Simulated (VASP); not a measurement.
A run of VASP 6.6.1:

File POSCAR:

```
HfIn4SiO6
1.0
    5.1494499098      0.0000028167      0.0000000000
   -2.5747273943      4.4595530290      0.0000000000
    0.0000000000      0.0000000000      9.9181668041
Hf In Si O
1 4 1 6
Direct
    0.0000000000      0.0000000000      0.0000000000
    0.3333333333      0.6666666667      0.3229801764
    0.3333333333      0.6666666667      0.6770198236
    0.6666666667      0.3333333333      0.7748651859
    0.6666666667      0.3333333333      0.2251348141
    0.3333333333      0.6666666667      0.0000000000
    0.3144293770      0.3727634269      0.8944487005
    0.6272365731      0.6855706230      0.1055512995
    0.6272365731      0.9416659501      0.8944487005
    0.0583340499      0.3727634269      0.1055512995
    0.0583340499      0.6855706230      0.8944487005
    0.3144293770      0.9416659501      0.1055512995
```

INCAR.step1

```
SYSTEM = HfIn4SiO6
PREC = Accurate
ENCUT = 520
ISMEAR = -1
SIGMA = 0.05
LREAL = .False.
LASPH = .True.
NELM = 80
NBANDS = 63
GGA = PE
ALGO = Normal
EDIFF = 1E-4
LWAVE = .True.
LCHARG = .False.
```

File INCAR.step2:

```
SYSTEM = HfIn4SiO6
PREC = Accurate
ENCUT = 520
EDIFF = 1E-7
ISMEAR = -1
SIGMA = 0.05
LREAL = .False.
LASPH = .True.
NELM = 80
ALGO = Normal
ISIF = 2
LWAVE = .False.
LCHARG = .False.
METAGGA = R2SCAN
LMIXTAU = .True.
LUSE_VDW = .True.
IVDW_NL = 2
BPARAM = 11.95
CPARAM = 0.0093
NBANDS = 63
ISTART = 1
```

The input KPOINTS:

```
Automatic mesh
0
Gamma
  4 4 2
  0 0 0
```

Potentials or basis: VASP PAW PBE potentials, release 64 (Hf_pv, In_d, Si, O).

Launch:

```bash
$ cat potpaw_PBE.64/Hf_pv/POTCAR potpaw_PBE.64/In_d/POTCAR potpaw_PBE.64/Si/POTCAR potpaw_PBE.64/O/POTCAR > POTCAR
$ cp INCAR.step1 INCAR
$ mpirun -np 1 vasp_std > vasp.out
$ cp INCAR.step2 INCAR
$ mpirun -np 1 vasp_std > vasp.out
```

Hardware: 1 thread of Intel(R) Xeon(R) Platinum 8488C (Sapphire Rapids), with other jobs on the host.

**Question.** Estimate the wall time of this run.

**Answer.** It took 12 min on 1 thread of Intel(R) Xeon(R) Platinum 8488C (Sapphire Rapids) (shared host), peak memory 0.88 GiB. Counts: k points 8.
